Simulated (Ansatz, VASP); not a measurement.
# BP in VASP and in Ansatz

```
CELL_PARAMETERS angstrom
0.00000 2.28995 2.28995
2.28995 0.00000 2.28995
2.28995 2.28995 0.00000
ATOMIC_POSITIONS crystal
B 0.00000 0.00000 0.00000
P 0.25000 0.25000 0.25000
```

Alike in both runs: task single point; functional PBEsol; k mesh 10 × 10 × 10; no spin polarisation.

```csv
,VASP,Ansatz
version,VASP 6.6.1,Ansatz 0.2.0
potentials or method,"VASP PAW PBE potentials, release 64 (B, P), cutoff 500 eV","scalar-relativistic, plane waves, PAW"
occupations,"gaussian, width 0.01 eV",fixed
valence electrons in the cell,8,8
```

```tsv
	VASP	Ansatz	Ansatz less VASP
gap on the k mesh at the Fermi level (eV)	1.17	1.17	+0.004
least direct gap on the mesh (eV)	3.32	3.32	+0.005
pressure (GPa)	-6.1	-6.2	-0.12
```

VASP's potentials were made for PBE, not for PBEsol.
